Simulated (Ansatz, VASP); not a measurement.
## NbNiS4: VASP beside Ansatz

```xyz
6
Lattice="3.3658 0.0000 0.0000 -1.6829 2.9148 0.0000 0.0000 0.0000 12.7037" Properties=species:S:1:pos:R:3 pbc="T T T"
Nb    0.0000    0.0000    6.3518
Ni    0.0000    0.0000    0.0000
S     1.6829    0.9716   11.5421
S     1.6829    0.9716    4.8063
S     0.0000    1.9432    7.8974
S     0.0000    1.9432    1.1616
```

Alike in both runs: functional PBE; k mesh 12 × 12 × 4; occupations gaussian, width 0.1 eV; no spin polarisation.

Ansatz relaxed the structure, and its values are those at the end. VASP's run is a single point on that final structure, the one shown.

|  | VASP | Ansatz |
| --- | --- | --- |
| version | VASP 6.6.1 | Ansatz 0.2.0 |
| potentials or method | VASP PAW PBE potentials, release 64 (Nb_sv, Ni, S), cutoff 520 eV | scalar-relativistic, plane waves, PAW |
| valence electrons in the cell | 47 | 55 |

VASP gave:

```
gap on the k mesh at the Fermi level (eV) : none
pressure (GPa)                            : -0.2
rms of the force components (eV/Å)        : 0.012
```

Task: What did Ansatz give for the same quantities?

Result: gap on the k mesh at the Fermi level (eV): none; pressure (GPa): 0.0; rms of the force components (eV/Å): 0.000.

A gap of «none» marks a metal or a gap that the smearing closes. VASP's potentials hold 47 valence electrons a cell and Ansatz's 55, so a difference there can come from the potentials and not from the codes.
